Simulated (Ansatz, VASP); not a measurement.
## Zr3Si2: VASP beside Ansatz

The input POSCAR:

```
Zr3Si2
1.0
    7.1084398562      0.0000000000      0.0000000000
    0.0000000000      7.1084398562      0.0000000000
    0.0000000000      0.0000000000      3.7051280719
Zr Si
6 4
Direct
    0.1739136669      0.6739136669      0.5000000000
    0.8260863331      0.3260863331      0.5000000000
    0.3260863331      0.1739136669      0.5000000000
    0.6739136669      0.8260863331      0.5000000000
    0.0000000000      0.0000000000      0.0202422153
    0.5000000000      0.5000000000     -0.0202422153
    0.6219463333      0.1219463333      0.0000000000
    0.3780536667      0.8780536667      0.0000000000
    0.8780536667      0.6219463333      0.0000000000
    0.1219463333      0.3780536667      0.0000000000
```

Contents of INCAR.step1:

```
SYSTEM = Zr3Si2
PREC = Accurate ; ENCUT = 520
ISMEAR = 0 ; SIGMA = 0.15
LREAL = .FALSE. ; LASPH = .TRUE.
NELM = 100 ; NBANDS = 55
GGA = PE ; ALGO = Normal
EDIFF = 1E-4 ; LWAVE = .TRUE.
LCHARG = .FALSE.
```

Contents of INCAR.step2:

```
SYSTEM = Zr3Si2
PREC = Accurate ; ENCUT = 520
EDIFF = 1E-7 ; ISMEAR = 0
SIGMA = 0.15 ; LREAL = .FALSE.
LASPH = .TRUE. ; NELM = 100
ALGO = Normal ; ISIF = 2
LWAVE = .FALSE. ; LCHARG = .TRUE.
METAGGA = R2SCAN ; LMIXTAU = .TRUE.
LELF = .TRUE. ; LVHAR = .TRUE.
NBANDS = 55 ; ISTART = 1
```

The input KPOINTS:

```
Automatic mesh
0
G
  6 6 10
  0 0 0
```

Input for Ansatz:

```yaml
crystal:
  lattice:
    - [7.1084398562, 0.0, 0.0]
    - [0.0, 7.1084398562, 0.0]
    - [0.0, 0.0, 3.7051280719]
  atoms:
    - { symbol: Zr, position: [0.1739136669, 0.6739136669, 0.5] }
    - { symbol: Zr, position: [0.8260863331, 0.3260863331, 0.5] }
    - { symbol: Zr, position: [0.3260863331, 0.1739136669, 0.5] }
    - { symbol: Zr, position: [0.6739136669, 0.8260863331, 0.5] }
    - { symbol: Zr, position: [0.0, 0.0, 0.0202422153] }
    - { symbol: Zr, position: [0.5, 0.5, -0.0202422153] }
    - { symbol: Si, position: [0.6219463333, 0.1219463333, 0.0] }
    - { symbol: Si, position: [0.3780536667, 0.8780536667, 0.0] }
    - { symbol: Si, position: [0.8780536667, 0.6219463333, 0.0] }
    - { symbol: Si, position: [0.1219463333, 0.3780536667, 0.0] }
basis:
  ecutwfc: 500
kpoints:
  mp_grid: { grid: [6, 6, 10] }
hamiltonian:
  xc: r2scan
scf:
  occupations: { method: gaussian, width: 0.15 }
output:
  forces: true
  stress: true
  eigenvalues: true
```

Change from the starting cell: mode 4 (132.3 1/cm) frozen in, largest displacement +0.075 Å.

Alike in both runs: task single point; functional r2SCAN; k mesh 6 × 6 × 10; occupations gaussian, width 0.15 eV; no spin polarisation.

|  | VASP | Ansatz |
| --- | --- | --- |
| version | VASP 6.6.1 | Ansatz 0.2.0 |
| potentials or method | VASP PAW PBE potentials, release 64 (Zr_sv, Si), cutoff 520 eV | scalar-relativistic, plane waves, PAW |
| valence electrons in the cell | 88 | 88 |

```tsv
	VASP	Ansatz	Ansatz less VASP
gap on the k mesh at the Fermi level (eV)	none	none	-
pressure (GPa)	0.1	0.0	-0.02
rms of the force components (eV/Å)	0.114	0.114	-0.0003
```

VASP's potentials were made for PBE, not for r2SCAN. Atom by atom the forces differ by 0.002 eV/Å (rms over components). A gap of «none» marks a metal or a gap that the smearing closes.
